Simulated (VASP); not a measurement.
A run of VASP 6.6.1 is set up as follows.

File INCAR:

```
  PREC = Accurate
  ENCUT = 520
  EDIFF = 1E-6
  ISMEAR = -1
  SIGMA = 0.02
  LREAL = F
  LASPH = T
  NELM = 120
  ALGO = Normal
  ISIF = 2
  LWAVE = F
  LCHARG = F
  GGA = PE
  NBANDS = 60
  GGA_COMPAT = F
```

KPOINTS

```
Automatic mesh
0
Gamma
  1 1 1
```

POSCAR

```
SiH6CO2
1.0
    7.9973950000      0.0000000000      0.0000000000
    0.0000000000      7.9973950000      0.0000000000
    0.0000000000      0.0000000000      7.9973950000
O C H Si
6 3 18 3
Direct
    0.4442321531      0.5680974867     -0.0795634078
    0.6683051169      0.7191591762      0.0069647679
    0.7905824334      0.5166682401      0.4476457647
    0.9337790618      0.2811790589      0.5127794738
    0.0815140430      1.0266843141     -0.0507165146
    0.0471153419      0.7408287324     -0.0870033305
    0.5610326863      0.6263164443      0.0345862622
    0.8123395181      0.3683324383      0.5270841318
    0.0461150162      0.8709586059     -0.0033010749
    0.4759924951      0.6319432765     -0.1777203702
    0.5312354836      0.5673722506      0.1565259688
    0.8964919202      0.5387254225      0.3953662411
    0.6941385289      0.3472755816      0.5941559720
    0.1218271700      1.0518300021     -0.1621402969
    0.0045139699      0.8764103811      0.1265161968
    0.3971043071     -0.0234201262      0.7605101411
    0.5942685087      0.0439643159      0.9886344241
    0.6489488140      0.1103359281      0.6807966844
    0.4218873771      0.2513818562      0.8301703242
    0.3141898081      0.7717763097      0.4543479471
    0.0260084690      0.7373526004      0.3698454309
    0.1384575853      0.6309054386      0.6472857724
    0.1197014778      0.9361548354      0.5832274134
    0.5012882320      0.4021559520      0.3832497957
    0.3457500849      0.1698052928      0.5033388997
    0.2896568195      0.2467178375      0.2128192993
    0.5701731626      0.1364819419      0.2705130858
    0.5268965707      0.0995574184      0.8227804179
    0.1479356716      0.7663120304      0.5217198850
    0.4217748404      0.2431916893      0.3388103251
```

Potentials or basis: VASP PAW PBE potentials, release 64 (O, C, H, Si).

The run is started by

```sh
$ cat potpaw_PBE.64/O/POTCAR potpaw_PBE.64/C/POTCAR potpaw_PBE.64/H/POTCAR potpaw_PBE.64/Si/POTCAR > POTCAR
$ mpirun -np 1 vasp_gam > vasp.out
```

**Question.** Predict the largest force.

**Answer.** 6.032 eV/Å.

**Question.** Estimate the pressure.

**Answer.** 1.2 GPa.

Stress tensor (GPa, compression positive):
```
 1.66  1.02 -0.83
 1.02  1.49 -0.68
-0.83 -0.68  0.38
```

Caveat: the k points lie up to 0.79 Å⁻¹ apart.
